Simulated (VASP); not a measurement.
# Cs2SnI6 (Fm-3m) in VASP: a series of runs

Aim: see how the results for Cs2SnI6 move with the level of theory and the settings. Levels: PBEsol, LDA. Tasks: relaxation of cell and atoms.

All numbers are computed with VASP 6.6.1; they aren't measurements. Logs are shortened: lines on timing, memory, paths and dates and some standing lists are left out, and cuts for length are marked.

### 1 The cell of the first run

It takes space group Fm-3m (No. 225, cubic). The conventional cell has a = 12.039 Å, b = 12.039 Å, c = 12.039 Å, α = 90.00°, β = 90.00°, γ = 90.00°. Cs (site symmetry -43m) has 12 I at 4.26 Å and 4 Sn at 5.21 Å within 5.6 Å. Within 3.8 Å of Sn (site symmetry m-3m) lie 6 I at 2.91 Å. Within 3.8 Å of I (site symmetry 4mm) lie 1 Sn at 2.91 Å.

### 2 Relaxation of cell and atoms, PBEsol

The input, INCAR:

```
ALGO = Normal ; EDIFF = 1E-7
EDIFFG = -0.005 ; ENCUT = 500
GGA = PS ; GGA_COMPAT = False
IBRION = 2 ; ISIF = 3
ISMEAR = -1 ; LASPH = True
LCHARG = False ; LREAL = False
LWAVE = False ; NELM = 120
NELMIN = 4 ; NSW = 80
PREC = Accurate ; SIGMA = 0.02
```

The input, KPOINTS:

```
k-points
0
Gamma
  4 4 4
```

The input, POSCAR:

```
Cs2SnI6
1.0
    0.0000000000      6.0195032011      6.0195032011
    6.0195032011      0.0000000000      6.0195032011
    6.0195032011      6.0195032011      0.0000000000
Cs Sn I
2 1 6
Direct
    0.2500000000      0.2500000000      0.2500000000
    0.7500000000      0.7500000000      0.7500000000
    0.0000000000      0.0000000000      0.0000000000
    0.7582176909      0.2417823091      0.2417823091
    0.2417823091      0.7582176909      0.2417823091
    0.2417823091      0.7582176909      0.7582176909
    0.7582176909      0.2417823091      0.7582176909
    0.2417823091      0.2417823091      0.7582176909
    0.7582176909      0.7582176909      0.2417823091
```

Potentials or basis: VASP PAW PBE potentials, release 64 (Cs_sv, Sn_d, I).

Launch:

```
cat potpaw_PBE.64/Cs_sv/POTCAR potpaw_PBE.64/Sn_d/POTCAR potpaw_PBE.64/I/POTCAR > POTCAR
mpirun -np 1 vasp_std > vasp.out
```

OUTCAR:

```text
EDIFF = 1E-7
   EDIFFG = -0.005
   ENCUT = 500
   GGA = PS
   IBRION = 2
   ISIF = 3
   ISMEAR = -1
   LASPH = True
   LREAL = False
   NELM = 120
   NELMIN = 4
   NSW = 80
   PREC = Accurate

 ion  position               nearest neighbor table
   1  0.250  0.250  0.250-
   2  0.750  0.750  0.750-
   3  0.000  0.000  0.000-   4 2.91   5 2.91   6 2.91   7 2.91   8 2.91   9 2.91
   4  0.758  0.242  0.242-   3 2.91
   5  0.242  0.758  0.242-   3 2.91
   6  0.242  0.758  0.758-   3 2.91
   7  0.758  0.242  0.758-   3 2.91
   8  0.242  0.242  0.758-   3 2.91
   9  0.758  0.758  0.242-   3 2.91

  LATTYP: Found a face centered cubic cell.
 ALAT       =    12.0390064022

  Lattice vectors:

 A1 = (   0.0000000000,   6.0195032011,   6.0195032011)
 A2 = (   6.0195032011,   0.0000000000,   6.0195032011)
 A3 = (   6.0195032011,   6.0195032011,   0.0000000000)

Analysis of symmetry for initial positions (statically):
=====================================================================
 Subroutine PRICEL returns:
 Original cell was already a primitive cell.

 Routine SETGRP: Setting up the symmetry group for a
 face centered cubic supercell.

 Subroutine GETGRP returns: Found 48 space group operations
 (whereof 48 operations were pure point group operations)
 out of a pool of 48 trial point group operations.

The static configuration has the point symmetry O_h .

Analysis of symmetry for dynamics (positions and initial velocities):
=====================================================================
 Subroutine PRICEL returns:
 Original cell was already a primitive cell.

 Routine SETGRP: Setting up the symmetry group for a
 face centered cubic supercell.

 Subroutine GETGRP returns: Found 48 space group operations
 (whereof 48 operations were pure point group operations)
 out of a pool of 48 trial point group operations.

The dynamic configuration has the point symmetry O_h .

 Subroutine INISYM returns: Found 48 space group operations
 (whereof 48 operations are pure point group operations),
 and found     1 'primitive' translations

----------------------------------------------------------------------------------------

                                     Primitive cell

  volume of cell :     436.2264

  direct lattice vectors                    reciprocal lattice vectors
     0.000000000  6.019503201  6.019503201    -0.083063333  0.083063333  0.083063333
     6.019503201  0.000000000  6.019503201     0.083063333 -0.083063333  0.083063333
     6.019503201  6.019503201  0.000000000     0.083063333  0.083063333 -0.083063333

  length of vectors
     8.512863066  8.512863066  8.512863066     0.143869913  0.143869913  0.143869913

  position of ions in fractional coordinates (direct lattice)
     0.250000000  0.250000000  0.250000000
     0.750000000  0.750000000  0.750000000
     0.000000000  0.000000000  0.000000000
     0.758217691  0.241782309  0.241782309
     0.241782309  0.758217691  0.241782309
     0.241782309  0.758217691  0.758217691
     0.758217691  0.241782309  0.758217691
     0.241782309  0.241782309  0.758217691
     0.758217691  0.758217691  0.241782309

  ion indices of the primitive-cell ions
   primitive index   ion index
                 1           1
                 2           2
                 3           3
                 4           4
                 5           5
                 6           6
                 7           7
                 8           8
                 9           9

----------------------------------------------------------------------------------------

 KPOINTS: k-points

Automatic generation of k-mesh.
 Grid dimensions read from file:
 generate k-points for:    4    4    4

 Generating k-lattice:

  Cartesian coordinates                     Fractional coordinates (reciprocal lattice)
    -0.020765833  0.020765833  0.020765833     0.250000000  0.000000000  0.000000000
     0.020765833 -0.020765833  0.020765833     0.000000000  0.250000000  0.000000000
     0.020765833  0.020765833 -0.020765833     0.000000000  0.000000000  0.250000000

  Length of vectors
     0.035967478  0.035967478  0.035967478

  Shift w.r.t. Gamma in fractional coordinates (k-lattice)
     0.000000000  0.000000000  0.000000000

 Subroutine IBZKPT returns following result:
 ===========================================

 Found      8 irreducible k-points:

 Following reciprocal coordinates:
            Coordinates               Weight
  0.000000  0.000000  0.000000      1.000000
  0.250000  0.000000  0.000000      8.000000
  0.500000  0.000000  0.000000      4.000000
  0.250000  0.250000  0.000000      6.000000
  0.500000  0.250000  0.000000     24.000000
 -0.250000  0.250000  0.000000     12.000000
  0.500000  0.500000  0.000000      3.000000
 -0.250000  0.500000  0.250000      6.000000
   k-points           NKPTS =      8   k-points in BZ     NKDIM =      8   number of bands    NBANDS=     44
   number of dos      NEDOS =    301   number of ions     NIONS =      9
   total plane-waves  NPLWV = 262144
   dimension x,y,z NGX =    64 NGY =   64 NGZ =   64
   dimension x,y,z NGXF=   128 NGYF=  128 NGZF=  128
   ions per type =               2   1   6
   NGX,Y,Z   is equivalent  to a cutoff of  12.50, 12.50, 12.50 a.u.
   NGXF,Y,Z  is equivalent  to a cutoff of  25.00, 25.00, 25.00 a.u.
 SYSTEM =  unknown system
   PREC   = accura    normal or accurate (medium, high low for compatibility)
   ISTART =      0    job   : 0-new  1-cont  2-samecut
   ICHARG =      2    charge: 1-file 2-atom 10-const
   ISPIN  =      1    spin polarized calculation?
   LNONCOLLINEAR =      F non collinear calculations
   LSORBIT =      F    spin-orbit coupling
   LASPH  =      T    aspherical Exc in radial PAW
   ENCUT  =  500.0 eV  36.75 Ry    6.06 a.u.  15.52 15.52 15.52*2*pi/ulx,y,z
   NELM   =    120;   NELMIN=  4; NELMDL= -5     # of ELM steps
   EDIFF  = 0.1E-06   stopping-criterion for ELM
   LREAL  =      F    real-space projection
   EDIFFG = -.5E-02   stopping-criterion for IOM
   NSW    =     80    number of steps for IOM
   IBRION =      2    ionic relax: 0-MD 1-quasi-New 2-CG
   NFREE  =      1    steps in history (QN), initial steepest desc. (CG)
   ISIF   =      3    stress and relaxation
   ISYM   =      2    0-nonsym 1-usesym 2-fastsym
   POTIM  = 0.5000    time-step for ionic-motion
   TEBEG  =    0.0;   TEEND  =   0.0 temperature during run
   PSTRESS=    0.0 pullay stress
   NELECT =      74.0000    total number of electrons
   NUPDOWN=      -1.0000    fix difference up-down
   EMIN   =  10.00;   EMAX   =-10.00  energy-range for DOS
   EFERMI =   0.00;   METHOD = LEGACY
   ISMEAR =    -1;   SIGMA  =   0.02  broadening in eV -4-tet -1-fermi 0-gaus
   EFERMI_NEDOS =   21; number of points for ismear=-14 and -15
   IALGO  =     38    algorithm
   IMIX   =      4    mixing-type and parameters
     AMIX     =   0.40;   BMIX     =  1.00
     AMIX_MAG =   1.60;   BMIX_MAG =  1.00
  volume/ion in A,a.u.               =      48.47       327.09
  Fermi-wavevector in a.u.,A,eV,Ry     =   0.906250  1.712564 11.174320  0.821289
  Thomas-Fermi vector in A             =   2.029915
   LORBIT       =      0    0 simple, 1 ext, 2 COOP (PROOUT), +10 PAW based schemes
   GGA     = PS    functional components
   LHFCALC =     F    Hartree Fock is set to
   AEXX    =    0.0000 exact exchange contribution
   IVDW    =     0    specifies the selected vdW correction
   LEPSILON=     F    determine dielectric tensor
   LRPA    =     F    only Hartree local field effects (RPA)
 conjugate gradient relaxation of ions
 non-spin polarized calculation
  energy-cutoff  :      500.00
  volume of cell :      436.23
 maximum number of plane-waves:     11096
 NGX is ok and might be reduce to    64
   NGX = 31   NGY = 31   NGZ = 31

--------------------------------------- Ionic step        1  -------------------------------------------

 number of electron      74.0000011 magnetization

 Free energy of the ion-electron system (eV)
  ---------------------------------------------------
  ext. energy  EPLUGINS =         0.00000000
  ---------------------------------------------------
  free energy    TOTEN  =       -24.71336912 eV

  energy without entropy =      -24.71321423  energy(sigma->0) =      -24.71329168

------------------------ aborting loop because EDIFF is reached ----------------------------------------

  FORCE on cell =-STRESS in cart. coord.  units (eV):
  Direction    XX          YY          ZZ          XY          YZ          ZX
  --------------------------------------------------------------------------------------
  -------------------------------------------------------------------------------------
  Total       -3.1217202     -3.1217202     -3.1217202     -0.0000000      0.0000000     -0.0000000
  in kB      -11.4654896    -11.4654896    -11.4654896     -0.0000000      0.0000000     -0.0000000
  external PRESSURE =     -11.4654896 kB  Pullay stress =       0.0000000 kB
[... 110 lines left out ...]
  FREE ENERGIE OF THE ION-ELECTRON SYSTEM (eV)
  ---------------------------------------------------
  free  energy   TOTEN  =       -24.8134710063 eV

  energy  without entropy=      -24.8134575798  energy(sigma->0) =      -24.81346429

[... ionic steps 4 to 7 ...]

--------------------------------------- Ionic step        8  -------------------------------------------

 number of electron      74.0000003 magnetization

------------------------ aborting loop because EDIFF is reached ----------------------------------------

  FORCE on cell =-STRESS in cart. coord.  units (eV):
  Direction    XX          YY          ZZ          XY          YZ          ZX
  --------------------------------------------------------------------------------------
  -------------------------------------------------------------------------------------
  Total        0.3427141      0.3427141      0.3427141     -0.0000000      0.0000000      0.0000000
  in kB        1.4304872      1.4304872      1.4304872     -0.0000000      0.0000000      0.0000000
  external PRESSURE =       1.4304872 kB  Pullay stress =       0.0000000 kB
[... 71 lines left out ...]
  energy  without entropy=      -24.8772308184  energy(sigma->0) =      -24.87826737

--------------------------------------- Ionic step       10  -------------------------------------------

 number of electron      74.0000002 magnetization

 Free energy of the ion-electron system (eV)
  ---------------------------------------------------
  ext. energy  EPLUGINS =         0.00000000
  ---------------------------------------------------
  free energy    TOTEN  =       -24.88232915 eV

  energy without entropy =      -24.88025683  energy(sigma->0) =      -24.88129299

 E-fermi :   2.0237     XC(G=0):  -8.2295

 val. band max:        1.9895517427   @ k =   0.0000   0.0000   0.0000
 cond. band min:       2.5217782659   @ k =   0.2500   0.0000   0.0000
 fundamental gap:      0.5322265231
 Fermi energy:         2.0236578939

 k-point     1 :       0.0000    0.0000    0.0000
  band No.  band energies     occupation
      1     -19.3466      2.00000
      2     -19.3466      2.00000
      3     -19.2935      2.00000
      4     -19.2935      2.00000
      5     -19.2935      2.00000
      6     -18.4012      2.00000
[... 401 lines left out ...]
  FREE ENERGIE OF THE ION-ELECTRON SYSTEM (eV)
  ---------------------------------------------------
  free  energy   TOTEN  =       -24.8823291479 eV

  energy  without entropy=      -24.8802568340  energy(sigma->0) =      -24.88129299

 reached required accuracy - stopping structural energy minimisation
```

Run time: 12 min. Hardware: 1 thread of Intel Xeon 6975P-C (Granite Rapids), shared host; peak memory 0.71 GiB.

Results:

| Item | Value |
| --- | --- |
| Free energy | -24.8823 eV |
| Relaxed volume | 42.87 Å³/atom |
| Relaxed cell | a = 8.171 Å, b = 8.171 Å, c = 8.171 Å, α = 60.00°, β = 60.00°, γ = 60.00° |
| Space group after relaxing (to 0.1 Å) | Fm-3m (No. 225) |
| Energy gained by relaxing | 18.8 meV/atom |
| Ionic steps | 10 |
| Pressure after relaxing | 0.0 GPa |
| Band gap on the k mesh | zero (filled and empty bands touch) |

Step by step:
```csv
step,energy change (eV),largest force (eV/Å),pressure (GPa),volume (Å³)
1,0.0000,0.1647,-1.15,436.23
2,-0.0980,0.1622,-0.25,414.69
3,-0.1001,0.2213,-0.08,411.37
4,-0.1147,0.1981,-0.08,408.01
5,-0.1482,0.1298,-0.03,398.04
6,-0.1641,0.0001,0.23,378.60
7,-0.1675,0.0571,0.12,385.14
8,-0.1677,0.0465,0.14,383.85
9,-0.1659,0.0672,-0.22,388.88
10,-0.1690,0.0012,0.00,385.79
```

Final structure:
```
Cs Sn I
1.0
     0.00000    5.77797    5.77797
     5.77797    0.00000    5.77797
     5.77797    5.77797    0.00000
Cs Sn I
2 1 6
Direct
  0.25000 0.25000 0.25000
  0.75000 0.75000 0.75000
  0.00000 0.00000 0.00000
  0.75144 0.24856 0.24856
  0.24856 0.75144 0.24856
  0.24856 0.75144 0.75144
  0.75144 0.24856 0.75144
  0.24856 0.24856 0.75144
  0.75144 0.75144 0.24856
```

Levels at points of the mesh, in eV from the Fermi level:
```tsv
k point	band 34	band 35	band 36	band 37	band 38	band 39	band 40	band 41
(0.00, 0.00, 0.00)	-0.51	-0.13	-0.03	-0.03	-0.03	3.82	3.82	3.82
(0.50, 0.00, 0.00)	-0.49	-0.46	-0.34	-0.34	0.95	3.26	4.99	4.99
(0.50, 0.50, 0.00)	-0.77	-0.77	-0.66	-0.07	1.34	4.36	4.36	4.54
```

Caveat: the PAW data sets were made with another functional, which shifts forces and pressure a little; spin-orbit coupling is left out, which moves the levels of the heavy elements.

### 3 Relaxation of cell and atoms, LDA

The input, INCAR:

```
SYSTEM = Cs2SnI6
PREC = Accurate
ENCUT = 500
EDIFF = 1E-7
ISMEAR = -1
SIGMA = 0.02
LREAL = .False.
LASPH = .True.
NELM = 120
ALGO = Normal
ISIF = 3
LWAVE = .False.
LCHARG = .False.
GGA = CA
IBRION = 2
NSW = 80
EDIFFG = -0.005
GGA_COMPAT = .False.
NELMIN = 4
```

The input, KPOINTS:

```
regular mesh
0
Gamma
  4 4 4
  0 0 0
```

POSCAR is that of step 2.

Potentials or basis: VASP PAW LDA potentials, release 64 (Cs_sv, Sn_d, I).

Launch:

```
cat potpaw_LDA.64/Cs_sv/POTCAR potpaw_LDA.64/Sn_d/POTCAR potpaw_LDA.64/I/POTCAR > POTCAR
mpirun -np 1 vasp_std > vasp.out
```

It took 10 min on 1 thread of Intel Xeon 6975P-C (Granite Rapids), shared host; peak memory 0.54 GiB.

It converged, with:

| Quantity | Value |
| --- | --- |
| Free energy | -26.8999 eV |
| Relaxed volume | 39.94 Å³/atom |
| Relaxed cell | a = 7.981 Å, b = 7.981 Å, c = 7.981 Å, α = 60.00°, β = 60.00°, γ = 60.00° |
| Space group after relaxing (to 0.1 Å) | Fm-3m (No. 225) |
| Energy gained by relaxing | 59.1 meV/atom |
| Ionic steps | 11 |
| Pressure after relaxing | 0.0 GPa |
| Band gap on the k mesh | zero (filled and empty bands touch) |

Forces in eV/Å, atoms in the order of the input:
```
Cs   0.000  0.000  0.000
Cs   0.000  0.000  0.000
Sn   0.000  0.000  0.000
I   -0.003  0.000  0.000
I    0.000 -0.003  0.000
I    0.003  0.000  0.000
I    0.000  0.003  0.000
I    0.000  0.000 -0.003
I    0.000  0.000  0.003
```

The path:
```tsv
step	energy change (eV)	largest force (eV/Å)	pressure (GPa)	volume (Å³)
1	0.0000	0.2172	-2.03	436.23
2	-0.3048	0.3678	-0.43	398.62
3	-0.3099	0.4640	-0.14	393.84
4	-0.3717	0.4046	-0.12	387.16
5	-0.5010	0.2424	0.11	367.58
6	-0.3402	0.2906	1.59	330.44
7	-0.5207	0.1738	0.35	359.00
8	-0.5229	0.1252	0.46	355.13
9	-0.5176	0.1555	-0.52	365.21
10	-0.5321	0.0054	0.01	359.52
11	-0.5321	0.0029	0.02	359.43
```

Final structure:
```
Cs Sn I
1.0
     0.00000    5.64322    5.64322
     5.64322    0.00000    5.64322
     5.64322    5.64322    0.00000
Cs Sn I
2 1 6
Direct
  0.25000 0.25000 0.25000
  0.75000 0.75000 0.75000
  0.00000 0.00000 0.00000
  0.74757 0.25243 0.25243
  0.25243 0.74757 0.25243
  0.25243 0.74757 0.74757
  0.74757 0.25243 0.74757
  0.25243 0.25243 0.74757
  0.74757 0.74757 0.25243
```

Levels at points of the mesh, in eV from the Fermi level:
```tsv
k point	band 33	band 34	band 35	band 36	band 37	band 38	band 39	band 40	band 41	band 42
(0.00, 0.00, 0.00)	-0.52	-0.52	-0.41	-0.03	-0.03	-0.03	3.70	3.70	3.70	3.89
(0.50, 0.00, 0.00)	-0.57	-0.51	-0.51	-0.36	-0.36	0.86	3.06	4.95	5.00	5.00
(0.50, 0.50, 0.00)	-1.37	-0.86	-0.86	-0.68	-0.07	1.35	4.28	4.28	4.41	5.46
```

Caveat: the volume moved by over 15 % at a fixed basis, so the end points are rough; spin-orbit coupling is left out, which moves the levels of the heavy elements. LDA usually gives volumes a few per cent too small.
